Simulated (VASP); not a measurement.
# Sn (Fd-3m) in VASP: a series of runs, part 2 of 2

VASP 6.6.1. Earlier steps stand in the parts before.

**3. Relaxation of cell and atoms, PBEsol, target pressure 4 GPa, at which the enthalpy is minimised**

Input file INCAR:

```
PREC = Accurate ; ENCUT = 600
EDIFF = 1E-7 ; ISMEAR = -1
SIGMA = 0.08 ; LREAL = False
LASPH = True ; NELM = 80
ALGO = Normal ; ISIF = 3
LWAVE = False ; LCHARG = False
GGA = PS ; IBRION = 2
NSW = 100 ; EDIFFG = -0.002
PSTRESS = 40.0
```

Input file KPOINTS:

```
Automatic mesh
0
Gamma
  14 14 14
```

Input file POSCAR:

```
Sn
1.0
    0.0000000000      3.2701694453      3.2701694453
    3.2701694453      0.0000000000      3.2701694453
    3.2701694453      3.2701694453      0.0000000000
Sn
2
Direct
    0.5000000000      0.5000000000      0.5000000000
    0.7500000000      0.7500000000      0.7500000000
```

Potentials or basis: VASP PAW PBE potentials, release 64 (Sn_d).

On the command line:

```sh
$ cat potpaw_PBE.64/Sn_d/POTCAR > POTCAR
$ mpirun -np 1 vasp_std > vasp.out
```

It took 8.8 min on 1 thread of Oxide Virtual Turin-like, shared host; peak memory 0.29 GiB.

Results (log left out):

| Property | Result |
| --- | --- |
| Free energy | -8.4072 eV |
| Relaxed volume | 32.30 Å³/atom |
| Relaxed cell | a = 4.504 Å, b = 4.504 Å, c = 4.504 Å, α = 60.00°, β = 60.00°, γ = 60.00° |
| Space group after relaxing (to 0.1 Å) | Fd-3m (No. 227) |
| Energy change on relaxing (the run minimises the enthalpy) | +30.4 meV/atom |
| Ionic steps | 3 |
| Pressure after relaxing | 4.0 GPa |
| Band gap on the k mesh | zero (bands 14 and 15 overlap by 0.03 eV) |

Step by step:
```csv
step,energy change (eV),largest force (eV/Å),pressure (GPa),volume (Å³)
1,0.0000,0.0000,-0.03,69.94
2,0.1727,0.0000,7.39,61.41
3,0.0609,0.0000,3.99,64.60
```

Final structure:
```
Sn
1.0
     0.00000    3.18476    3.18476
     3.18476    0.00000    3.18476
     3.18476    3.18476    0.00000
Sn
2
Cartesian
  3.1848 3.1848 3.1848
  4.7771 4.7771 4.7771
```

Levels at points of the mesh, in eV from the Fermi level:
| k point | band 12 | band 13 | band 14 | band 15 | band 16 | band 17 |
| --- | --- | --- | --- | --- | --- | --- |
| (0.00, 0.00, 0.00) | -0.37 | 0.02 | 0.02 | 0.02 | 2.08 | 2.08 |
| (0.50, 0.00, 0.00) | -6.62 | -1.28 | -1.28 | -0.02 | 3.16 | 3.16 |
| (0.50, 0.50, 0.00) | -7.80 | -2.73 | -2.73 | 0.62 | 0.62 | 8.00 |

Caveat: the cell is relaxed towards a set pressure, so the run minimises the enthalpy, not the energy; the PAW data sets were made with another functional, which shifts forces and pressure a little; spin-orbit coupling is left out, which moves the levels of the heavy elements.

**4. Relaxation of cell and atoms, PBEsol, target pressure 15 GPa, at which the enthalpy is minimised**

Input file INCAR:

```
SYSTEM = Sn
ALGO = Normal
EDIFF = 1E-6
EDIFFG = -0.002
ENCUT = 600
GGA = PS
IBRION = 2
ISIF = 3
ISMEAR = -1
LASPH = .TRUE.
LCHARG = .FALSE.
LREAL = .FALSE.
LWAVE = .FALSE.
NELM = 60
NSW = 100
PREC = Accurate
PSTRESS = 150.0
SIGMA = 0.08
```

Input file KPOINTS:

```
k-points
0
G
  14 14 14
  0 0 0
```

POSCAR is that of step 3.

Potentials or basis: VASP PAW PBE potentials, release 64 (Sn_d).

On the command line:

```sh
$ cat potpaw_PBE.64/Sn_d/POTCAR > POTCAR
$ mpirun -np 1 vasp_std > vasp.out
```

OUTCAR:

```text
SYSTEM = Sn
   EDIFF = 1E-6
   EDIFFG = -0.002
   ENCUT = 600
   GGA = PS
   IBRION = 2
   ISIF = 3
   ISMEAR = -1
   LASPH = .TRUE.
   LREAL = .FALSE.
   NELM = 60
   NSW = 100
   PREC = Accurate
   PSTRESS = 150.0

 ion  position               nearest neighbor table
   1  0.500  0.500  0.500-   2 2.83   2 2.83   2 2.83   2 2.83
   2  0.750  0.750  0.750-   1 2.83   1 2.83   1 2.83   1 2.83

  LATTYP: Found a face centered cubic cell.
 ALAT       =     6.5403388906

  Lattice vectors:

 A1 = (   0.0000000000,   3.2701694453,   3.2701694453)
 A2 = (   3.2701694453,   0.0000000000,   3.2701694453)
 A3 = (   3.2701694453,   3.2701694453,   0.0000000000)

Analysis of symmetry for initial positions (statically):
=====================================================================
 Subroutine PRICEL returns:
 Original cell was already a primitive cell.

 Routine SETGRP: Setting up the symmetry group for a
 face centered cubic supercell.

 Subroutine GETGRP returns: Found 48 space group operations
 (whereof 24 operations were pure point group operations)
 out of a pool of 48 trial point group operations.

The static configuration has the point symmetry T_d .
 The point group associated with its full space group is O_h .

[... 163 lines left out ...]

------------------------ aborting loop because EDIFF is reached ----------------------------------------

  FORCE on cell =-STRESS in cart. coord.  units (eV):
  Direction    XX          YY          ZZ          XY          YZ          ZX
  --------------------------------------------------------------------------------------
  -------------------------------------------------------------------------------------
  Total       -0.0118711     -0.0118711     -0.0118711     -0.0000000      0.0000000     -0.0000000
  in kB       -0.2719315     -0.2719315     -0.2719315     -0.0000000      0.0000000     -0.0000000
  external PRESSURE =    -150.2719315 kB  Pullay stress =     150.0000000 kB
[... 25 lines left out ...]
--------------------------------------- Ionic step        2  -------------------------------------------

 number of electron      28.0000001 magnetization

 E-fermi :  12.2587     XC(G=0): -11.4494

 val. band max:       12.1640652677   @ k =   0.3571   0.3571   0.0000
 cond. band min:      12.2680916421   @ k =   0.5000   0.5000   0.0000
 fundamental gap:      0.1040263745
 Fermi energy:        12.2587353806

 k-point     1 :       0.0000    0.0000    0.0000
  band No.  band energies     occupation
      1     -11.2491      2.00000
      2     -11.2491      2.00000
      3     -11.2491      2.00000
      4     -11.0965      2.00000
      5     -11.0965      2.00000
      6     -10.0537      2.00000
[... 722 lines left out ...]
--------------------------------------- Ionic step        8  -------------------------------------------

 number of electron      27.9999995 magnetization

 Free energy of the ion-electron system (eV)
  ---------------------------------------------------
  ext. energy  EPLUGINS =         0.00000000
  ---------------------------------------------------
  free energy    TOTEN  =        -7.95610129 eV

  energy without entropy =       -7.95475362  energy(sigma->0) =       -7.95542746

 E-fermi :   7.9081     XC(G=0):  -9.9355

 val. band max:        7.8452428245   @ k =   0.0000   0.0000   0.0000
 cond. band min:       8.0681412421   @ k =   0.4286   0.4286   0.0000
 fundamental gap:      0.2228984176
 Fermi energy:         7.9081009943

 k-point     1 :       0.0000    0.0000    0.0000
  band No.  band energies     occupation
      1     -14.3744      2.00000
      2     -14.3744      2.00000
      3     -14.3744      2.00000
      4     -14.2829      2.00000
      5     -14.2829      2.00000
      6     -13.7729      2.00000
[... 528 lines left out ...]
  energy  without entropy=       -7.9547536206  energy(sigma->0) =       -7.95542746

  enthalpy is  TOTEN    =        -2.6732527854 eV   P V=        5.2828485096

 reached required accuracy - stopping structural energy minimisation
```

CONTCAR:

```text
Sn
   1.00000000000000
    -0.0000000000000000    3.0442886482344478    3.0442886482344478
     3.0442886482344478    0.0000000000000000    3.0442886482344478
     3.0442886482344478    3.0442886482344478    0.0000000000000000
  Sn
     2
Direct
     0.5000000000000000    0.5000000000000000    0.5000000000000000
     0.7500000000000000    0.7500000000000000    0.7500000000000000

  0.00000000E+00  0.00000000E+00  0.00000000E+00
  0.00000000E+00  0.00000000E+00  0.00000000E+00
```

Wall time 16 min (1 thread of Oxide Virtual Turin-like, shared host); peak memory 0.3 GiB.

Results:

```
Free energy                                                : -7.9561 eV
Relaxed volume                                             : 28.21 Å³/atom
Relaxed cell                                               : a = 4.305 Å, b = 4.305 Å, c = 4.305 Å, α = 60.00°, β = 60.00°, γ = 60.00°
Space group after relaxing (to 0.1 Å)                      : Fd-3m (No. 227)
Energy change on relaxing (the run minimises the enthalpy) : +256.0 meV/atom
Ionic steps                                                : 8
Pressure after relaxing                                    : 15.0 GPa
```

Step by step:
| step | energy change (eV) | largest force (eV/Å) | pressure (GPa) | volume (Å³) |
| --- | --- | --- | --- | --- |
| 1 | 0.0000 | 0.0000 | -0.03 | 69.94 |
| 2 | 3.9757 | 0.0000 | 73.70 | 41.72 |
| 3 | 0.4267 | 0.0000 | 13.24 | 57.40 |
| 4 | 0.4858 | 0.0000 | 14.46 | 56.71 |
| 5 | 0.5127 | 0.0000 | 15.05 | 56.42 |
| 6 | 0.5071 | 0.0000 | 14.86 | 56.48 |
| 7 | 0.5117 | 0.0000 | 14.98 | 56.43 |
| 8 | 0.5120 | 0.0000 | 15.00 | 56.43 |

Final structure:
```cif
data_structure
_symmetry_space_group_name_H-M 'P 1'
_symmetry_Int_Tables_number 1
_cell_length_a 4.3053
_cell_length_b 4.3053
_cell_length_c 4.3053
_cell_angle_alpha 60.000
_cell_angle_beta 60.000
_cell_angle_gamma 60.000
_cell_volume 56.43
loop_
_atom_site_label
_atom_site_type_symbol
_atom_site_fract_x
_atom_site_fract_y
_atom_site_fract_z
_atom_site_occupancy
Sn1 Sn 0.50000 0.50000 0.50000 1
Sn2 Sn 0.75000 0.75000 0.75000 1
```

Caveat: the cell is relaxed towards a set pressure, so the run minimises the enthalpy, not the energy; the volume moved by over 15 % at a fixed basis, so the end points are rough; the PAW data sets were made with another functional, which shifts forces and pressure a little; spin-orbit coupling is left out, which moves the levels of the heavy elements.

**5. The runs side by side**

```tsv
cell	gap on the mesh (eV)	pressure (GPa)
relaxed to 2 GPa	none	2.0
relaxed to 4 GPa	none	4.0
relaxed to 15 GPa	-	15.0
```

Alike in all rows: task relaxation of cell and atoms; level PBEsol; potentials or basis VASP PAW PBE potentials, release 64 (Sn_d); no spin polarisation; k mesh 14 × 14 × 14; cutoff (eV) 600; smearing fermi-dirac 0.08 eV.

Caveats: the cell is relaxed towards a set pressure, so the run minimises the enthalpy, not the energy; the PAW data sets were made with another functional, which shifts forces and pressure a little; spin-orbit coupling is left out, which moves the levels of the heavy elements; the volume moved by over 15 % at a fixed basis, so the end points are rough (at least some runs).

Absolute energies hang on the potentials; compare differences alone.

The gap in the log of VASP goes by the Fermi energy; the results here count the filled bands.